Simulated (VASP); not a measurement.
Runs of VASP 6.6.1 on PbO2. The structure is that of space group P4_2/mnm (No. 136), or close to it. The cells are those of the table. 

```csv
task,cell,k mesh,cutoff (eV),smearing,gap on the mesh (eV),pressure (GPa),largest force (eV/Å)
relaxation of cell and atoms,"relaxed from a = 4.958, b = 4.958, c = 3.388 Å, 6 atoms",4 × 4 × 6,600,gaussian 0.1 eV,0.16,0.2,0.03
single point,"a = 4.929, b = 5.175, c = 3.453 Å, 6 atoms",8 × 8 × 10,520,gaussian 0.1 eV,0.17,0.7,0.01
single point,"a = 4.958, b = 4.958, c = 3.388 Å, 6 atoms",4 × 4 × 6,600,gaussian 0.1 eV,0.18,(b),0.02
single point,"a = 5.068, b = 5.068, c = 3.447 Å, 6 atoms",4 × 4 × 6,520,gaussian 0.1 eV,0.16,0.4,0.01
single point,"a = 5.005, b = 5.101, c = 3.456 Å, 6 atoms",8 × 8 × 10,520,gaussian 0.1 eV,-,0.9,0.02
single point,"a = 5.079, b = 5.079, c = 3.444 Å, 6 atoms",8 × 8 × 10,600,gaussian 0.01 eV,0.01,0.1,0.01
single point,"a = 5.043, b = 5.043, c = 3.546 Å, 6 atoms",8 × 8 × 10,520,gaussian 0.1 eV,-,-2.3,0.02
single point,"a = 5.158, b = 5.026, c = 3.434 Å, 6 atoms",8 × 8 × 10,520,gaussian 0.1 eV,0.11,0.0,0.01
single point,"a = 4.979, b = 4.979, c = 3.598 Å, 6 atoms",8 × 8 × 10,520,gaussian 0.1 eV,0.02,(a),-
single point,"a = 4.979, b = 4.979, c = 3.598 Å, 6 atoms",8 × 8 × 10,600,gaussian 0.1 eV,0.02,(d),-
single point,"a = 5.024, b = 5.024, c = 3.598 Å, 6 atoms",8 × 8 × 10,520,gaussian 0.1 eV,-,(c),0.02
```

Alike in all rows: level PBE; potentials or basis VASP PAW PBE potentials, release 64 (Pb_d, O); no spin polarisation.

Task: Fill in the values left out.

Result: (a) -1.6; (b) 9.1; (c) -3.4; (d) -1.7.

Caveats: spin-orbit coupling is left out, which moves the levels of the heavy elements; the relaxation stopped at a loose force limit of 0.05 eV/Å, so its end isn't a converged minimum (some runs).

A k mesh can miss the band edges, and the runs leave out spin-orbit coupling on Pb.
